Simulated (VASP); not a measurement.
# Al (P6_3/mmc) in VASP: notebook

Al is run at these levels: PBEsol; tasks: single point.

All numbers are computed with VASP 6.6.1; they aren't measurements. Logs are shortened: lines on timing, memory, paths and dates and some standing lists are left out, and cuts for length are marked.

## 1. The cell of the first run

It takes space group P6_3/mmc (No. 194, hexagonal). The conventional cell has a = 2.750 Å, b = 2.750 Å, c = 8.934 Å, α = 90.00°, β = 90.00°, γ = 120.00°. Al (site symmetry -3m) has 12 Al at 2.74 to 2.75 Å within 3.6 Å. Within 3.6 Å of Al (site symmetry -6m2) lie 12 Al at 2.74 to 2.75 Å.

## 2. Single point, PBEsol

Contents of INCAR:

```
ALGO = Normal
EDIFF = 1E-6
ENCUT = 520
GGA = PS
ISIF = 2
ISMEAR = 1
LASPH = True
LCHARG = False
LREAL = False
LWAVE = False
NBANDS = 14
NELM = 100
PREC = Accurate
SIGMA = 0.05
```

Contents of KPOINTS:

```
k-points
0
Gamma
  9 9 3
```

Contents of POSCAR:

```
Al
1.0
    2.7495835011      0.0000000000      0.0000000000
   -1.3747922368      2.3812096476      0.0000000000
    0.0000000000      0.0000000000      8.9341941495
Al
4
Direct
    0.0000000000      0.0000000000      0.0000000000
    0.3333333333      0.6666666667      0.2500000000
    0.0000000000      0.0000000000      0.5000000000
    0.6666666667      0.3333333333      0.7500000000
```

Potentials or basis: VASP PAW PBE potentials, release 64 (Al).

Started as:

```bash
$ cat potpaw_PBE.64/Al/POTCAR > POTCAR
$ mpirun -np 1 vasp_std > vasp.out
```

OUTCAR:

```text
EDIFF = 1E-6
   ENCUT = 520
   GGA = PS
   ISIF = 2
   ISMEAR = 1
   LASPH = True
   LREAL = False
   NELM = 100
   PREC = Accurate

 ion  position               nearest neighbor table
   1  0.000  0.000  0.000-   4 2.74   2 2.74   4 2.74   2 2.74   4 2.74   2 2.74
   2  0.333  0.667  0.250-   1 2.74   3 2.74   1 2.74   3 2.74   1 2.74   3 2.74
   3  0.000  0.000  0.500-   4 2.74   2 2.74   4 2.74   2 2.74   4 2.74   2 2.74
   4  0.667  0.333  0.750-   1 2.74   3 2.74   1 2.74   3 2.74   1 2.74   3 2.74

  LATTYP: Found a hexagonal cell.
 ALAT       =     2.7495835011
 C/A-ratio  =     3.2492899910

  Lattice vectors:

 A1 = (   2.7495835011,   0.0000000000,   0.0000000000)
 A2 = (  -1.3747922368,   2.3812096476,   0.0000000000)
 A3 = (   0.0000000000,   0.0000000000,   8.9341941495)

Analysis of symmetry for initial positions (statically):
=====================================================================
 Subroutine PRICEL returns:
 Original cell was already a primitive cell.

 Routine SETGRP: Setting up the symmetry group for a
 hexagonal supercell.

 Subroutine GETGRP returns: Found 24 space group operations
 (whereof 12 operations were pure point group operations)
 out of a pool of 24 trial point group operations.

The static configuration has the point symmetry D_3d.
 The point group associated with its full space group is D_6h.

Analysis of symmetry for dynamics (positions and initial velocities):
=====================================================================
 Subroutine PRICEL returns:
 Original cell was already a primitive cell.

 Routine SETGRP: Setting up the symmetry group for a
 hexagonal supercell.

 Subroutine GETGRP returns: Found 24 space group operations
 (whereof 12 operations were pure point group operations)
 out of a pool of 24 trial point group operations.

The dynamic configuration has the point symmetry D_3d.
 The point group associated with its full space group is D_6h.

 Subroutine INISYM returns: Found 24 space group operations
 (whereof 12 operations are pure point group operations),
 and found     1 'primitive' translations

----------------------------------------------------------------------------------------

                                     Primitive cell

  volume of cell :      58.4952

  direct lattice vectors                    reciprocal lattice vectors
     2.749583501  0.000000000  0.000000000     0.363691446  0.209977386  0.000000000
    -1.374792237  2.381209648  0.000000000     0.000000000  0.419954623  0.000000000
     0.000000000  0.000000000  8.934194149     0.000000000  0.000000000  0.111929513

  length of vectors
     2.749583501  2.749584165  8.934194149     0.419954724  0.419954623  0.111929513

  position of ions in fractional coordinates (direct lattice)
     0.000000000  0.000000000  0.000000000
     0.333333333  0.666666667  0.250000000
     0.000000000  0.000000000  0.500000000
     0.666666667  0.333333333  0.750000000

  ion indices of the primitive-cell ions
   primitive index   ion index
                 1           1
                 2           2
                 3           3
                 4           4

----------------------------------------------------------------------------------------

 KPOINTS: k-points

Automatic generation of k-mesh.
 Grid dimensions read from file:
 generate k-points for:    9    9    3

 Generating k-lattice:

  Cartesian coordinates                     Fractional coordinates (reciprocal lattice)
     0.040410161  0.023330821  0.000000000     0.111111111  0.000000000  0.000000000
     0.000000000  0.046661625  0.000000000     0.000000000  0.111111111  0.000000000
     0.000000000  0.000000000  0.037309838     0.000000000  0.000000000  0.333333333

  Length of vectors
     0.046661636  0.046661625  0.037309838

  Shift w.r.t. Gamma in fractional coordinates (k-lattice)
     0.000000000  0.000000000  0.000000000

 Subroutine IBZKPT returns following result:
 ===========================================

 Found     24 irreducible k-points:

 Following reciprocal coordinates:
            Coordinates               Weight
  0.000000  0.000000  0.000000      1.000000
  0.111111  0.000000  0.000000      6.000000
  0.222222 -0.000000  0.000000      6.000000
  0.333333 -0.000000  0.000000      6.000000
  0.444444 -0.000000  0.000000      6.000000
  0.111111  0.111111  0.000000      6.000000
[... 16 lines left out ...]
  0.333333  0.222222  0.333333     24.000000
  0.333333  0.333333  0.333333      4.000000
   k-points           NKPTS =     24   k-points in BZ     NKDIM =     24   number of bands    NBANDS=     14
   number of dos      NEDOS =    301   number of ions     NIONS =      4
   total plane-waves  NPLWV =  28000
   dimension x,y,z NGX =    20 NGY =   20 NGZ =   70
   dimension x,y,z NGXF=    40 NGYF=   40 NGZF=  140
   ions per type =               4
   NGX,Y,Z   is equivalent  to a cutoff of  12.09, 12.09, 13.03 a.u.
[... 81 lines left out ...]
     14      21.8574      0.00000

 k-point     2 :       0.1111    0.0000    0.0000
  band No.  band energies     occupation
      1      -2.4041      2.00000
      2      -0.5761      2.00000
      3      -0.5631      2.00000
      4       4.5083      2.00000
      5       5.0905      2.00000
      6      13.2683      0.00000
      7      13.3084      0.00000
      8      16.8477      0.00000
      9      18.2391      0.00000
     10      18.3637      0.00000
     11      18.6560      0.00000
     12      20.1442      0.00000
     13      20.1604      0.00000
     14      20.1817      0.00000

 k-point     3 :       0.2222   -0.0000    0.0000
  band No.  band energies     occupation
      1      -1.4444      2.00000
      2       0.3688      2.00000
      3       0.3824      2.00000
      4       5.3928      2.00000
      5       5.9929      2.00000
      6      12.2567      0.00000
      7      13.4520      0.00000
      8      13.9696      0.00000
      9      14.4615      0.00000
     10      14.8240      0.00000
     11      17.0470      0.00000
     12      17.8884      0.00000
     13      18.5859      0.00000
     14      18.5985      0.00000

 k-point     4 :       0.3333   -0.0000    0.0000
  band No.  band energies     occupation
      1       0.1383      2.00000
      2       1.9252      2.00000
      3       1.9405      2.00000
      4       6.8594      2.00000
      5       7.1964      2.00000
      6       8.7972      2.00000
      7      10.1710      0.00000
      8      10.3026      0.00000
      9      14.9037      0.00000
     10      15.1189      0.00000
     11      15.4853      0.00000
     12      15.5934      0.00000
     13      15.9785      0.00000
     14      17.5204      0.00000

 k-point     5 :       0.4444   -0.0000    0.0000
  band No.  band energies     occupation
      1       2.3181      2.00000
      2       4.0371      2.00000
      3       4.0644      2.00000
      4       5.0506      2.00000
      5       6.8668      2.00000
      6       6.8860      2.00000
      7       8.9918      2.00281
      8       9.8841     -0.00000
      9      11.6660      0.00000
     10      12.3406      0.00000
     11      15.4459      0.00000
[... 276 lines left out ...]
 k-point    22 :       0.2222    0.2222    0.3333
  band No.  band energies     occupation
      1       1.2772      2.00000
      2       1.8723      2.00000
      3       4.2116      2.00000
      4       5.9052      2.00000
      5       9.2615     -0.00026
      6       9.4105     -0.00000
      7       9.8132     -0.00000
      8      10.0307     -0.00000
      9      11.2165      0.00000
     10      12.2976      0.00000
     11      12.7721      0.00000
     12      13.9608      0.00000
     13      14.3361      0.00000
     14      14.4426      0.00000

 k-point    23 :       0.3333    0.2222    0.3333
  band No.  band energies     occupation
      1       3.4336      2.00000
      2       4.0099      2.00000
      3       6.0404      2.00000
      4       6.1307      2.00000
      5       7.0121      2.00000
      6       7.9262      2.00000
      7       8.7352      2.00000
      8       9.0972      1.55243
      9       9.9026     -0.00000
     10      10.8492      0.00000
     11      12.1305      0.00000
     12      13.1031      0.00000
     13      13.7692      0.00000
     14      15.3923      0.00000

 k-point    24 :       0.3333    0.3333    0.3333
  band No.  band energies     occupation
      1       5.7790      2.00000
      2       5.8408      2.00000
      3       5.8408      2.00000
      4       6.2417      2.00000
      5       6.4213      2.00000
      6       6.4213      2.00000
      7       8.6679      2.00000
      8       8.6679      2.00000
      9       9.2091     -0.02247
     10      10.6730      0.00000
     11      10.9587      0.00000
     12      10.9587      0.00000
     13      15.1824      0.00000
     14      15.1824      0.00000

------------------------ aborting loop because EDIFF is reached ----------------------------------------

  FORCE on cell =-STRESS in cart. coord.  units (eV):
  Direction    XX          YY          ZZ          XY          YZ          ZX
  --------------------------------------------------------------------------------------
  -------------------------------------------------------------------------------------
  Total        3.3767923      3.3767936      4.7338896     -0.0000007     -0.0000000     -0.0000000
  in kB       92.4900454     92.4900831    129.6608231     -0.0000189     -0.0000000     -0.0000000
  external PRESSURE =     104.8803172 kB  Pullay stress =       0.0000000 kB

 VOLUME and BASIS-vectors are now :
 -----------------------------------------------------------------------------
  energy-cutoff  :      520.00
  volume of cell :       58.50
      direct lattice vectors                 reciprocal lattice vectors
     2.749583501  0.000000000  0.000000000     0.363691446  0.209977386  0.000000000
    -1.374792237  2.381209648  0.000000000     0.000000000  0.419954623  0.000000000
     0.000000000  0.000000000  8.934194149     0.000000000  0.000000000  0.111929513

 POSITION                                       TOTAL-FORCE (eV/Angst)
 -----------------------------------------------------------------------------------
      0.00000      0.00000      0.00000         0.000000      0.000000     -0.000000
     -0.00000      1.58747      2.23355         0.000000     -0.000000      0.000000
      0.00000      0.00000      4.46710         0.000000      0.000000     -0.000000
      1.37479      0.79374      6.70065        -0.000000      0.000000     -0.000000
 -----------------------------------------------------------------------------------
    total drift:                               -0.000000      0.000000     -0.000000

  FREE ENERGIE OF THE ION-ELECTRON SYSTEM (eV)
  ---------------------------------------------------
  free  energy   TOTEN  =       -16.1091817613 eV

  energy  without entropy=      -16.1086065107  energy(sigma->0) =      -16.10899001
```

Run time: 6.3 s. Hardware: 1 thread of Intel Xeon 6975P-C (Granite Rapids), shared host; peak memory 0.16 GiB.

Results:

```
Free energy            : -16.1092 eV
Pressure               : 10.5 GPa
Band gap on the k mesh : zero (band 6 reaches 13.45 eV, above the bottom of band 7 at 7.85 eV)
```

Stress tensor (GPa, compression positive):
```
 9.25  0.00  0.00
 0.00  9.25  0.00
 0.00  0.00 12.97
```

Levels at points of the mesh, in eV from the Fermi level:
```
           k point  band 1  band 2  band 3  band 4  band 5  band 6  band 7  band 8  band 9  band 10
(0.00, 0.00, 0.00)  -11.84  -10.01   -9.99   -4.90   -4.33    3.93    3.95   11.66   11.66    11.71
```

Caveat: the PAW data sets were made with another functional, which shifts forces and pressure a little.

## 3. Single point, PBEsol

This run uses another cell than the first one, of 15.05 Å³/atom, 1.029 times its volume.

Contents of INCAR:

```
PREC = Accurate ; ENCUT = 520
EDIFF = 1E-6 ; ISMEAR = 1
SIGMA = 0.05 ; LREAL = F
LASPH = T ; NELM = 80
ALGO = Normal ; ISIF = 2
LWAVE = F ; LCHARG = F
GGA = PS ; NBANDS = 14
```

Contents of KPOINTS:

```
regular mesh
0
Gamma
  9 9 3
```

Contents of POSCAR:

```
Al
1.0
    2.7758969037      0.0000000000      0.0000000000
   -1.3879489428      2.4039977274      0.0000000000
    0.0000000000      0.0000000000      9.0196940255
Al
4
Direct
    0.0000000000      0.0000000000      0.0000000000
    0.3333333333      0.6666666667      0.2500000000
    0.0000000000      0.0000000000      0.5000000000
    0.6666666667      0.3333333333      0.7500000000
```

Potentials or basis: VASP PAW PBE potentials, release 64 (Al).

Started as:

```bash
$ cat potpaw_PBE.64/Al/POTCAR > POTCAR
$ mpirun -np 1 vasp_std > vasp.out
```

Run time: 7 s. Hardware: 1 thread of Intel Xeon 6975P-C (Granite Rapids), shared host; peak memory 0.18 GiB.

Results (log left out):

```yaml
Free_energy: -16.2013 eV
Pressure: 7.0 GPa
Band_gap_on_the_k_mesh: zero (band 6 reaches 13.07 eV, above the bottom of band 7 at 7.54 eV)
```

Stress tensor (GPa, compression positive):
```
5.79 0.00 0.00
0.00 5.79 0.00
0.00 0.00 9.43
```

Levels at points of the mesh, in eV from the Fermi level:
```csv
k point,band 1,band 2,band 3,band 4,band 5,band 6,band 7,band 8,band 9,band 10
"(0.00, 0.00, 0.00)",-11.64,-9.84,-9.83,-4.79,-4.30,3.86,3.88,11.43,11.43,11.52
```

Caveat: the PAW data sets were made with another functional, which shifts forces and pressure a little.

## 4. Single point, PBEsol

This run uses another cell than the first one, of 15.47 Å³/atom, 1.058 times its volume.

Contents of INCAR:

```
SYSTEM = Al
PREC = Accurate
ENCUT = 520
EDIFF = 1E-6
ISMEAR = 1
SIGMA = 0.05
LREAL = .FALSE.
LASPH = .TRUE.
NELM = 80
ALGO = Normal
ISIF = 2
LWAVE = .FALSE.
LCHARG = .TRUE.
GGA = PS
LELF = .TRUE.
LVHAR = .TRUE.
NBANDS = 14
```

Contents of KPOINTS:

```
Automatic mesh
0
G
  9 9 3
  0 0 0
```

Contents of POSCAR:

```
Al
1.0
    2.8017206834      0.0000000000      0.0000000000
   -1.4008608372      2.4263617812      0.0000000000
    0.0000000000      0.0000000000      9.1036029744
Al
4
Direct
    0.0000000000      0.0000000000      0.0000000000
    0.3333333333      0.6666666667      0.2500000000
    0.0000000000      0.0000000000      0.5000000000
    0.6666666667      0.3333333333      0.7500000000
```

Started as:

```bash
$ cat potpaw_PBE.64/Al/POTCAR > POTCAR
$ mpirun -np 1 vasp_std > vasp.out
```

Wall time 7.8 s (1 thread of Intel Xeon 6975P-C (Granite Rapids), shared host); peak memory 0.18 GiB.

It converged, with:

- Free energy: -16.2596 eV
- Pressure: 4.1 GPa
- Band gap on the k mesh: zero (band 6 reaches 12.72 eV, above the bottom of band 7 at 7.24 eV)

Stress tensor (GPa, compression positive):
```
2.89 0.00 0.00
0.00 2.89 0.00
0.00 0.00 6.45
```

Levels at points of the mesh, in eV from the Fermi level:
```
           k point  band 3  band 4  band 5  band 6  band 7  band 8
(0.00, 0.00, 0.00)   -9.66   -4.68   -4.26    3.80    3.82   11.21
```

Caveat: the PAW data sets were made with another functional, which shifts forces and pressure a little.

## 5. Single point, PBEsol

This run uses another cell than the first one, of 15.90 Å³/atom, 1.087 times its volume.

Contents of INCAR:

```
SYSTEM = Al
PREC = Accurate ; ENCUT = 520
EDIFF = 1E-7 ; ISMEAR = 1
SIGMA = 0.05 ; LREAL = .False.
LASPH = .True. ; NELM = 80
ALGO = Normal ; ISIF = 2
LWAVE = .False. ; LCHARG = .False.
GGA = PS ; NBANDS = 14
```

Contents of KPOINTS:

```
Automatic mesh
0
Gamma
  9 9 3
  0 0 0
```

Contents of POSCAR:

```
Al
1.0
    2.8270770000      0.0000000000      0.0000000000
   -1.4135390000      2.4483210000      0.0000000000
    0.0000000000      0.0000000000      9.1859930000
Al
4
Direct
    0.0000000000      0.0000000000      0.0000000000
    0.3333333333      0.6666666667      0.2500000000
    0.0000000000      0.0000000000      0.5000000000
    0.6666666667      0.3333333333      0.7500000000
```

Started as:

```bash
$ cat potpaw_PBE.64/Al/POTCAR > POTCAR
$ mpirun -np 1 vasp_std > vasp.out
```

It took 11 s on 1 thread of Intel Xeon 6975P-C (Granite Rapids), shared host; peak memory 0.18 GiB.

It converged, with:

| Item | Value |
| --- | --- |
| Free energy | -16.2890 eV |
| Pressure | 1.5 GPa |
| Band gap on the k mesh | zero (band 6 reaches 12.38 eV, above the bottom of band 7 at 6.96 eV) |

Stress tensor (GPa, compression positive):
```
0.46 0.00 0.00
0.00 0.46 0.00
0.00 0.00 3.63
```

Levels at points of the mesh, in eV from the Fermi level:
```tsv
k point	band 2	band 3	band 4	band 5	band 6	band 7	band 8	band 9
(0.00, 0.00, 0.00)	-9.52	-9.50	-4.57	-4.23	3.74	3.76	11.00	11.00
```

Caveat: the PAW data sets were made with another functional, which shifts forces and pressure a little.

## 6. Single point, PBEsol

This run uses another cell than the first one, of 16.32 Å³/atom, 1.116 times its volume.

Contents of INCAR:

```
PREC = Accurate ; ENCUT = 520
EDIFF = 1E-7 ; ISMEAR = 1
SIGMA = 0.05 ; LREAL = F
LASPH = T ; NELM = 80
ALGO = Normal ; ISIF = 2
LWAVE = F ; LCHARG = F
GGA = PS ; NBANDS = 14
```

Contents of KPOINTS:

```
Automatic mesh
0
Gamma
  9 9 3
```

Contents of POSCAR:

```
Al
1.0
    2.8519864509      0.0000000000      0.0000000000
   -1.4259937298      2.4698932217      0.0000000000
    0.0000000000      0.0000000000      9.2669310295
Al
4
Direct
    0.0000000000      0.0000000000      0.0000000000
    0.3333333333      0.6666666667      0.2500000000
    0.0000000000      0.0000000000      0.5000000000
    0.6666666667      0.3333333333      0.7500000000
```

Potentials or basis: VASP PAW PBE potentials, release 64 (Al).

Started as:

```bash
$ cat potpaw_PBE.64/Al/POTCAR > POTCAR
$ mpirun -np 1 vasp_std > vasp.out
```

It took 8.8 s on 1 thread of Intel Xeon 6975P-C (Granite Rapids), shared host; peak memory 0.18 GiB.

Results (log left out):

```yaml
Free_energy: -16.2935 eV
Pressure: -0.6 GPa
Band_gap_on_the_k_mesh: zero (band 6 reaches 12.05 eV, above the bottom of band 7 at 6.70 eV)
```

Stress tensor (GPa, compression positive):
```
-1.70  0.00  0.00
 0.00 -1.70  0.00
 0.00  0.00  1.62
```

Levels at points of the mesh, in eV from the Fermi level:
| k point | band 3 | band 4 | band 5 | band 6 | band 7 | band 8 |
| --- | --- | --- | --- | --- | --- | --- |
| (0.00, 0.00, 0.00) | -9.35 | -4.47 | -4.19 | 3.68 | 3.70 | 10.79 |

Caveat: the PAW data sets were made with another functional, which shifts forces and pressure a little.

## 7. Overview

```tsv
cell	gap on the mesh (eV)	pressure (GPa)
a = 2.750, b = 2.750, c = 8.934 Å, angles 90.0, 90.0, 120.0°, 4 atoms	none	10.5
a = 2.776, b = 2.776, c = 9.020 Å, angles 90.0, 90.0, 120.0°, 4 atoms	none	7.0
a = 2.802, b = 2.802, c = 9.104 Å, angles 90.0, 90.0, 120.0°, 4 atoms	none	4.1
a = 2.827, b = 2.827, c = 9.186 Å, angles 90.0, 90.0, 120.0°, 4 atoms	none	1.5
a = 2.852, b = 2.852, c = 9.267 Å, angles 90.0, 90.0, 120.0°, 4 atoms	none	-0.6
```

Alike in all rows: task single point; level PBEsol; potentials or basis VASP PAW PBE potentials, release 64 (Al); no spin polarisation; k mesh 9 × 9 × 3; cutoff (eV) 520; smearing methfessel-paxton 0.05 eV.

Caveats: the PAW data sets were made with another functional, which shifts forces and pressure a little.

Absolute energies hang on the potentials; compare differences alone.
